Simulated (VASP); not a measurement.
# SiB6 (P1) in VASP: a series of runs

Runs on SiB6. Level: PBE. Tasks: single point.

All numbers are computed with VASP 6.6.1; they aren't measurements. Logs are shortened: lines on timing, memory, paths and dates and some standing lists are left out, and cuts for length are marked.

## (1) The cell of the first run

The typed cell holds 7 atoms: a = 4.137 Å, b = 4.137 Å, c = 4.137 Å, α = 90.00°, β = 90.00°, γ = 90.00°.

## (2) Single point, PBE

The input, INCAR:

```
PREC = Accurate
ENCUT = 520
EDIFF = 1E-7
ISMEAR = -1
SIGMA = 0.1
LREAL = False
LASPH = True
NELM = 80
ALGO = Normal
ISIF = 2
LWAVE = False
LCHARG = False
GGA = PE
NBANDS = 20
```

The input, KPOINTS:

```
Automatic mesh
0
Gamma
  4 4 4
```

The input, POSCAR:

```
SiB6
1.0
    4.1371010000      0.0000000000      0.0000000000
    0.0000000000      4.1371010000      0.0000000000
    0.0000000000      0.0000000000      4.1371010000
B Si
6 1
Direct
    0.1945383978      0.4784439635      0.4869286488
    0.4939069653      0.1894867928      0.4889051536
    0.7941355553      0.4827426258      0.4854553950
    0.4933933206      0.7794574027      0.5047254104
    0.4881725150      0.5119210288      0.1934040286
    0.5022840873      0.4782438234      0.7832412117
    0.0160834845      0.0354642055      0.0167392578
```

Potentials or basis: VASP PAW PBE potentials, release 64 (B, Si).

The run is started by

```sh
cat potpaw_PBE.64/B/POTCAR potpaw_PBE.64/Si/POTCAR > POTCAR
mpirun -np 1 vasp_std > vasp.out
```

OUTCAR:

```text
PREC = Accurate
   ENCUT = 520
   EDIFF = 1E-7
   ISMEAR = -1
   LREAL = False
   LASPH = True
   NELM = 80
   ISIF = 2
   GGA = PE

 ion  position               nearest neighbor table
   1  0.195  0.478  0.487-   3 1.66   2 1.72   5 1.72   4 1.76   6 1.77
   2  0.494  0.189  0.489-   4 1.70   6 1.71   1 1.72   3 1.74   5 1.81
   3  0.794  0.483  0.485-   1 1.66   6 1.73   2 1.74   4 1.75   5 1.75
   4  0.493  0.779  0.505-   2 1.70   6 1.70   5 1.70   3 1.75   1 1.76
   5  0.488  0.512  0.193-   4 1.70   6 1.70   1 1.72   3 1.75   2 1.81
   6  0.502  0.478  0.783-   4 1.70   5 1.70   2 1.71   3 1.73   1 1.77
   7  0.016  0.035  0.017-

  LATTYP: Found a simple cubic cell.
 ALAT       =     4.1371010000

  Lattice vectors:

 A1 = (   4.1371010000,   0.0000000000,   0.0000000000)
 A2 = (   0.0000000000,   4.1371010000,   0.0000000000)
 A3 = (   0.0000000000,   0.0000000000,   4.1371010000)

Analysis of symmetry for initial positions (statically):
=====================================================================
 Subroutine PRICEL returns:
 Original cell was already a primitive cell.

 Routine SETGRP: Setting up the symmetry group for a
 simple cubic supercell.

 Subroutine GETGRP returns: Found  1 space group operations
 (whereof  1 operations were pure point group operations)
 out of a pool of 48 trial point group operations.

The static configuration has the point symmetry C_1 .

Analysis of symmetry for dynamics (positions and initial velocities):
=====================================================================
 Subroutine PRICEL returns:
 Original cell was already a primitive cell.

 Routine SETGRP: Setting up the symmetry group for a
 simple cubic supercell.

 Subroutine GETGRP returns: Found  1 space group operations
 (whereof  1 operations were pure point group operations)
 out of a pool of 48 trial point group operations.

The dynamic configuration has the point symmetry C_1 .

 Subroutine INISYM returns: Found  1 space group operations
 (whereof  1 operations are pure point group operations),
 and found     1 'primitive' translations

----------------------------------------------------------------------------------------

                                     Primitive cell

  volume of cell :      70.8090

[... 99 lines left out ...]
   LREAL  =      F    real-space projection
   EDIFFG = 0.1E-05   stopping-criterion for IOM
   NSW    =      0    number of steps for IOM
   IBRION =     -1    ionic relax: 0-MD 1-quasi-New 2-CG
   NFREE  =      0    steps in history (QN), initial steepest desc. (CG)
   ISIF   =      2    stress and relaxation
   ISYM   =      2    0-nonsym 1-usesym 2-fastsym
   POTIM  = 0.5000    time-step for ionic-motion
   TEBEG  =    0.0;   TEEND  =   0.0 temperature during run
   PSTRESS=    0.0 pullay stress
   NELECT =      22.0000    total number of electrons
   NUPDOWN=      -1.0000    fix difference up-down
   EMIN   =  10.00;   EMAX   =-10.00  energy-range for DOS
   EFERMI =   0.00;   METHOD = LEGACY
   ISMEAR =    -1;   SIGMA  =   0.10  broadening in eV -4-tet -1-fermi 0-gaus
   EFERMI_NEDOS =   21; number of points for ismear=-14 and -15
   IALGO  =     38    algorithm
   IMIX   =      4    mixing-type and parameters
     AMIX     =   0.40;   BMIX     =  1.00
     AMIX_MAG =   1.60;   BMIX_MAG =  1.00
  volume/ion in A,a.u.               =      10.12        68.26
  Fermi-wavevector in a.u.,A,eV,Ry     =   1.108799  2.095327 16.727490  1.229436
  Thomas-Fermi vector in A             =   2.245331
   LORBIT       =      0    0 simple, 1 ext, 2 COOP (PROOUT), +10 PAW based schemes
   GGA     = PE    functional components
   LHFCALC =     F    Hartree Fock is set to
   AEXX    =    0.0000 exact exchange contribution
   IVDW    =     0    specifies the selected vdW correction
   LEPSILON=     F    determine dielectric tensor
   LRPA    =     F    only Hartree local field effects (RPA)
 non-spin polarized calculation
  energy-cutoff  :      520.00
  volume of cell :       70.81
 maximum number of plane-waves:      1935
 NGX is ok and might be reduce to    32
   NGX = 15   NGY = 15   NGZ = 15

 number of electron      22.0000000 magnetization

 Free energy of the ion-electron system (eV)
  ---------------------------------------------------
  ext. energy  EPLUGINS =         0.00000000
  ---------------------------------------------------
  free energy    TOTEN  =       -42.37212285 eV

  energy without entropy =      -42.35207064  energy(sigma->0) =      -42.36209675

 E-fermi :   5.1435     XC(G=0): -10.5107

 val. band max:        5.0119458473   @ k =   0.0000   0.5000   0.0000
 cond. band min:       5.1916522751   @ k =   0.0000   0.5000   0.5000
 fundamental gap:      0.1797064278
 Fermi energy:         5.1435425630

 k-point     1 :       0.0000    0.0000    0.0000
  band No.  band energies     occupation
      1      -9.8133      2.00000
      2      -3.8631      2.00000
      3      -2.0879      2.00000
      4      -1.9798      2.00000
      5      -1.7593      2.00000
      6      -0.1612      2.00000
[... 541 lines left out ...]
     19      13.8120      0.00000
     20      14.0381      0.00000

 [... further k-points ...]

------------------------ aborting loop because EDIFF is reached ----------------------------------------

  FORCE on cell =-STRESS in cart. coord.  units (eV):
  Direction    XX          YY          ZZ          XY          YZ          ZX
  --------------------------------------------------------------------------------------
  -------------------------------------------------------------------------------------
  Total        0.1272220      0.5027077      0.4400466     -0.3249579      0.2924532     -0.6600885
  in kB        2.8786201     11.3746420      9.9568260     -7.3527409      6.6172659    -14.9356579
  external PRESSURE =       8.0700294 kB  Pullay stress =       0.0000000 kB

 VOLUME and BASIS-vectors are now :
 -----------------------------------------------------------------------------
  energy-cutoff  :      520.00
  volume of cell :       70.81
      direct lattice vectors                 reciprocal lattice vectors
     4.137101000  0.000000000  0.000000000     0.241715153  0.000000000  0.000000000
     0.000000000  4.137101000  0.000000000     0.000000000  0.241715153  0.000000000
     0.000000000  0.000000000  4.137101000     0.000000000  0.000000000  0.241715153

 POSITION                                       TOTAL-FORCE (eV/Angst)
 -----------------------------------------------------------------------------------
      0.80483      1.97937      2.01447        -0.233841      0.211809      0.134019
      2.04334      0.78393      2.02265         0.065362     -1.284122     -0.134536
      3.28542      1.99715      2.00838         0.006301     -0.120068     -0.159684
      2.04122      3.22469      2.08810        -0.060512      1.239387     -0.537518
      2.01962      2.11787      0.80013         0.441271     -1.329351     -1.217468
      2.07800      1.97854      3.24035        -0.559458      0.477797      1.435343
      0.06654      0.14672      0.06925         0.340877      0.804548      0.479845
 -----------------------------------------------------------------------------------
    total drift:                                0.000011      0.000057      0.000004

  FREE ENERGIE OF THE ION-ELECTRON SYSTEM (eV)
  ---------------------------------------------------
  free  energy   TOTEN  =       -42.3721228511 eV

  energy  without entropy=      -42.3520706441  energy(sigma->0) =      -42.36209675
```

stdout:

```text
POSCAR found type information on POSCAR B Si
 POSCAR found :  2 types and       7 ions
 scaLAPACK will be used
 LDA part: xc-table for (Slater+PW92), standard interpolation
 POSCAR, INCAR and KPOINTS ok, starting setup
 FFT: planning ... GRIDC
 FFT: planning ... GRID_SOFT
 FFT: planning ... GRID
 WAVECAR not read
 entering main loop
```

Wall time 28 s (1 thread of Intel Xeon Platinum 8488C (Sapphire Rapids), shared host); peak memory 0.18 GiB.

Results:

```yaml
Free_energy: -42.3721 eV
Pressure: 0.8 GPa
Largest_force: 1.856 eV/Å
Band_gap_on_the_k_mesh: 0.18 eV (least direct gap 0.65 eV)
```

Forces in eV/Å, atoms in the order of the input:
```
B   -0.234  0.212  0.134
B    0.065 -1.284 -0.135
B    0.006 -0.120 -0.160
B   -0.061  1.239 -0.538
B    0.441 -1.329 -1.217
B   -0.559  0.478  1.435
Si   0.341  0.805  0.480
```

Levels at points of the mesh, in eV from the valence-band top:
```
           k point  band 7  band 8  band 9  band 10  band 11  band 12  band 13  band 14  band 15  band 16
(0.00, 0.00, 0.00)   -5.01   -3.33   -0.41    -0.30    -0.09     1.32     1.48     1.56     2.82     3.12
(0.50, 0.00, 0.00)   -4.67   -3.28   -3.17    -1.85    -0.02     0.62     1.93     2.75     3.00     4.37
(0.00, 0.50, 0.00)   -4.80   -3.21   -3.06    -1.57     0.00     0.81     1.88     2.60     2.71     4.35
(0.00, 0.00, 0.50)   -4.79   -3.18   -3.09    -1.57    -0.01     0.67     1.91     2.71     2.86     4.47
(0.50, 0.50, 0.00)   -2.66   -2.43   -1.99    -1.63    -1.32     0.22     0.32     0.73     5.76     6.18
(0.00, 0.50, 0.50)   -2.51   -2.40   -1.94    -1.48    -1.25     0.18     0.34     0.69     5.82     6.19
(0.50, 0.00, 0.50)   -2.64   -2.41   -1.97    -1.66    -1.29     0.33     0.41     0.71     5.88     6.15
(0.50, 0.50, 0.50)   -5.38   -5.14   -1.36    -1.13    -0.80     3.20     3.27     3.43     5.49     7.99
```

Caveat: forces of over 1 eV/Å act on the atoms, so gaps and moduli don't describe the material at rest. A k mesh can miss the band edges.

## (3) Single point, PBE

The input, INCAR:

```
ALGO = Normal
EDIFF = 1E-6
ENCUT = 520
GGA = PE
ISIF = 2
ISMEAR = -1
LASPH = T
LCHARG = F
LREAL = F
LWAVE = F
NBANDS = 20
NELM = 80
PREC = Accurate
SIGMA = 0.1
```

The input, KPOINTS:

```
k-points
0
Gamma
  4 4 4
```

The input, POSCAR:

```
SiB6
1.0
    4.1371010000      0.0000000000      0.0000000000
    0.0000000000      4.1371010000      0.0000000000
    0.0000000000      0.0000000000      4.1371010000
B Si
6 1
Direct
    0.1758412473      0.4582638906      0.4767323785
    0.4765310298      0.1590529214      0.4743964433
    0.7842228169      0.4659412473      0.4746495191
    0.4704161199      0.7696575452      0.4678575650
    0.4961870643      0.4594758504      0.1619914525
    0.4840923632      0.4733751968      0.7756182409
    0.0339527606      0.0826259741      0.0493712868
```

Potentials or basis: VASP PAW PBE potentials, release 64 (B, Si).

The run is started by

```sh
cat potpaw_PBE.64/B/POTCAR potpaw_PBE.64/Si/POTCAR > POTCAR
mpirun -np 1 vasp_std > vasp.out
```

OUTCAR:

```text
EDIFF = 1E-6
   ENCUT = 520
   GGA = PE
   ISIF = 2
   ISMEAR = -1
   LASPH = T
   LREAL = F
   NELM = 80
   PREC = Accurate

 ion  position               nearest neighbor table
   1  0.176  0.458  0.477-   3 1.62   2 1.75   4 1.77   6 1.78   5 1.86   7 2.43
   2  0.477  0.159  0.474-   4 1.61   1 1.75   5 1.79   3 1.80   6 1.80   7 2.56
   3  0.784  0.466  0.475-   1 1.62   6 1.76   5 1.76   2 1.80   4 1.81   7 2.58
   4  0.470  0.770  0.468-   2 1.61   6 1.77   1 1.77   5 1.81   3 1.81
   5  0.496  0.459  0.162-   6 1.60   3 1.76   2 1.79   4 1.81   1 1.86   7 2.51
   6  0.484  0.473  0.776-   5 1.60   3 1.76   4 1.77   1 1.78   2 1.80
   7  0.034  0.083  0.049-   1 2.43   5 2.51   2 2.56   3 2.58

  LATTYP: Found a simple cubic cell.
 ALAT       =     4.1371010000

  Lattice vectors:

 A1 = (   4.1371010000,   0.0000000000,   0.0000000000)
 A2 = (   0.0000000000,   4.1371010000,   0.0000000000)
 A3 = (   0.0000000000,   0.0000000000,   4.1371010000)

Analysis of symmetry for initial positions (statically):
=====================================================================
 Subroutine PRICEL returns:
 Original cell was already a primitive cell.

 Routine SETGRP: Setting up the symmetry group for a
 simple cubic supercell.

 Subroutine GETGRP returns: Found  1 space group operations
 (whereof  1 operations were pure point group operations)
 out of a pool of 48 trial point group operations.

The static configuration has the point symmetry C_1 .

Analysis of symmetry for dynamics (positions and initial velocities):
=====================================================================
 Subroutine PRICEL returns:
 Original cell was already a primitive cell.

 Routine SETGRP: Setting up the symmetry group for a
 simple cubic supercell.
[... 134 lines left out ...]
     AMIX     =   0.40;   BMIX     =  1.00
     AMIX_MAG =   1.60;   BMIX_MAG =  1.00
  volume/ion in A,a.u.               =      10.12        68.26
  Fermi-wavevector in a.u.,A,eV,Ry     =   1.108799  2.095327 16.727490  1.229436
  Thomas-Fermi vector in A             =   2.245331
   LORBIT       =      0    0 simple, 1 ext, 2 COOP (PROOUT), +10 PAW based schemes
   GGA     = PE    functional components
   LHFCALC =     F    Hartree Fock is set to
   AEXX    =    0.0000 exact exchange contribution
   IVDW    =     0    specifies the selected vdW correction
   LEPSILON=     F    determine dielectric tensor
   LRPA    =     F    only Hartree local field effects (RPA)
 non-spin polarized calculation
  energy-cutoff  :      520.00
  volume of cell :       70.81
 maximum number of plane-waves:      1935
 NGX is ok and might be reduce to    32
   NGX = 15   NGY = 15   NGZ = 15

 number of electron      22.0000000 magnetization

 Free energy of the ion-electron system (eV)
  ---------------------------------------------------
  ext. energy  EPLUGINS =         0.00000000
  ---------------------------------------------------
  free energy    TOTEN  =       -42.86674943 eV

  energy without entropy =      -42.84094109  energy(sigma->0) =      -42.85384526

 E-fermi :   5.1050     XC(G=0): -10.4664

 val. band max:        5.0964340492   @ k =   0.0000   0.0000   0.5000
 cond. band min:       5.1066921083   @ k =   0.0000   0.0000   0.0000
 fundamental gap:      0.0102580591
 Fermi energy:         5.1050263041

 k-point     1 :       0.0000    0.0000    0.0000
  band No.  band energies     occupation
      1      -9.7128      2.00000
      2      -3.9344      2.00000
      3      -2.0881      2.00000
      4      -1.9873      2.00000
      5      -1.7114      2.00000
      6      -0.8815      2.00000
[... 541 lines left out ...]
     19      13.8227      0.00000
     20      14.0051      0.00000

 [... further k-points ...]

------------------------ aborting loop because EDIFF is reached ----------------------------------------

  FORCE on cell =-STRESS in cart. coord.  units (eV):
  Direction    XX          YY          ZZ          XY          YZ          ZX
  --------------------------------------------------------------------------------------
  -------------------------------------------------------------------------------------
  Total       -0.2386761      0.7433996      0.1989368     -0.6561911     -1.3609371     -0.0415064
  in kB       -5.4004645     16.8207175      4.5012933    -14.8474734    -30.7935852     -0.9391560
  external PRESSURE =       5.3071821 kB  Pullay stress =       0.0000000 kB

 VOLUME and BASIS-vectors are now :
 -----------------------------------------------------------------------------
  energy-cutoff  :      520.00
  volume of cell :       70.81
      direct lattice vectors                 reciprocal lattice vectors
     4.137101000  0.000000000  0.000000000     0.241715153  0.000000000  0.000000000
     0.000000000  4.137101000  0.000000000     0.000000000  0.241715153  0.000000000
     0.000000000  0.000000000  4.137101000     0.000000000  0.000000000  0.241715153

 POSITION                                       TOTAL-FORCE (eV/Angst)
 -----------------------------------------------------------------------------------
      0.72747      1.89588      1.97229         1.231232      0.322256     -0.256897
      1.97146      0.65802      1.96263         0.155202      0.937057      0.025977
      3.24441      1.92765      1.96367        -1.475193     -0.279520     -0.322542
      1.94616      3.18415      1.93557         0.148437     -1.769337     -0.222154
      2.05278      1.90090      0.67018        -0.534906      0.467403      1.802768
      2.00274      1.95840      3.20881        -0.133908     -0.577842     -1.890166
      0.14047      0.34183      0.20425         0.609136      0.899983      0.863014
 -----------------------------------------------------------------------------------
    total drift:                                0.000019      0.000031      0.000005

  FREE ENERGIE OF THE ION-ELECTRON SYSTEM (eV)
  ---------------------------------------------------
  free  energy   TOTEN  =       -42.8667494308 eV

  energy  without entropy=      -42.8409410855  energy(sigma->0) =      -42.85384526
```

OSZICAR:

```text
N       E                     dE             d eps       ncg     rms          rms(c)
DAV:   1     0.420081893218E+02    0.42008E+02   -0.96600E+03  1440   0.955E+02
DAV:   2    -0.459378133603E+02   -0.87946E+02   -0.84023E+02  1876   0.182E+02
DAV:   3    -0.492980170276E+02   -0.33602E+01   -0.33358E+01  1896   0.329E+01
DAV:   4    -0.493219468101E+02   -0.23930E-01   -0.23913E-01  1912   0.302E+00
DAV:   5    -0.493221964454E+02   -0.24964E-03   -0.24960E-03  1824   0.306E-01    0.983E+00
DAV:   6    -0.434919377653E+02    0.58303E+01   -0.76207E+00  1624   0.143E+01    0.479E+00
DAV:   7    -0.428900215300E+02    0.60192E+00   -0.39332E+00  1844   0.952E+00    0.176E+00
DAV:   8    -0.429097105996E+02   -0.19689E-01   -0.79953E-01  1628   0.469E+00    0.108E+00
DAV:   9    -0.428654625283E+02    0.44248E-01   -0.15018E-01  1712   0.212E+00    0.294E-01
DAV:  10    -0.428677505977E+02   -0.22881E-02   -0.15951E-02  1704   0.647E-01    0.185E-01
DAV:  11    -0.428667001753E+02    0.10504E-02   -0.38077E-03  1724   0.320E-01    0.440E-02
DAV:  12    -0.428667409392E+02   -0.40764E-04   -0.38588E-04  1700   0.105E-01    0.174E-02
DAV:  13    -0.428667510663E+02   -0.10127E-04   -0.22449E-05  1752   0.267E-02    0.758E-03
DAV:  14    -0.428667494866E+02    0.15797E-05   -0.35474E-06  1688   0.994E-03    0.441E-03
DAV:  15    -0.428667494308E+02    0.55783E-07   -0.71594E-07  1108   0.452E-03
   1 F= -.42866749E+02 E0= -.42853845E+02  d E =-.258083E-01
```

stdout:

```text
POSCAR found type information on POSCAR B Si
 POSCAR found :  2 types and       7 ions
 scaLAPACK will be used
 LDA part: xc-table for (Slater+PW92), standard interpolation
 POSCAR, INCAR and KPOINTS ok, starting setup
 FFT: planning ... GRIDC
 FFT: planning ... GRID_SOFT
 FFT: planning ... GRID
 WAVECAR not read
 entering main loop
```

It took 32 s on 1 thread of Intel Xeon Platinum 8488C (Sapphire Rapids), shared host; peak memory 0.19 GiB.

What came out:

| Property | Result |
| --- | --- |
| Free energy | -42.8667 eV |
| Pressure | 0.5 GPa |
| Largest force | 1.981 eV/Å |
| Band gap on the k mesh | zero (bands 11 and 12 overlap by 0.08 eV) |

Forces on the atoms (eV/Å):
```
B    1.231  0.322 -0.257
B    0.155  0.937  0.026
B   -1.475 -0.280 -0.323
B    0.148 -1.769 -0.222
B   -0.535  0.467  1.803
B   -0.134 -0.578 -1.890
Si   0.609  0.900  0.863
```

Stress tensor (GPa, compression positive):
```
-0.54 -1.48 -0.09
-1.48  1.68 -3.08
-0.09 -3.08  0.45
```

Levels at points of the mesh, in eV from the Fermi level:
| k point | band 7 | band 8 | band 9 | band 10 | band 11 | band 12 | band 13 | band 14 | band 15 | band 16 |
| --- | --- | --- | --- | --- | --- | --- | --- | --- | --- | --- |
| (0.00, 0.00, 0.00) | -5.88 | -3.08 | -0.76 | -0.25 | 0.00 | 1.20 | 1.48 | 2.19 | 2.42 | 2.59 |
| (0.50, 0.00, 0.00) | -4.72 | -3.54 | -2.95 | -2.11 | -0.66 | 0.07 | 2.20 | 3.55 | 3.83 | 4.35 |
| (0.00, 0.50, 0.00) | -4.33 | -3.21 | -3.00 | -2.04 | -0.14 | -0.08 | 1.95 | 2.72 | 2.90 | 4.55 |
| (0.00, 0.00, 0.50) | -4.61 | -3.57 | -2.95 | -2.18 | -0.41 | -0.01 | 2.15 | 3.24 | 3.75 | 4.40 |
| (0.50, 0.50, 0.00) | -3.21 | -2.62 | -2.37 | -1.90 | -1.81 | 0.38 | 0.80 | 1.88 | 5.41 | 5.69 |
| (0.00, 0.50, 0.50) | -3.28 | -2.63 | -2.38 | -1.91 | -1.80 | 0.33 | 0.71 | 1.74 | 5.78 | 5.87 |
| (0.50, 0.00, 0.50) | -2.88 | -2.76 | -2.23 | -2.10 | -1.71 | 0.73 | 0.87 | 2.08 | 5.31 | 5.64 |
| (0.50, 0.50, 0.50) | -5.48 | -4.19 | -1.69 | -1.49 | -1.32 | 3.63 | 3.83 | 4.44 | 5.93 | 6.54 |

Caveat: the k points lie up to 0.38 Å⁻¹ apart; forces of over 1 eV/Å act on the atoms, so gaps and moduli don't describe the material at rest.
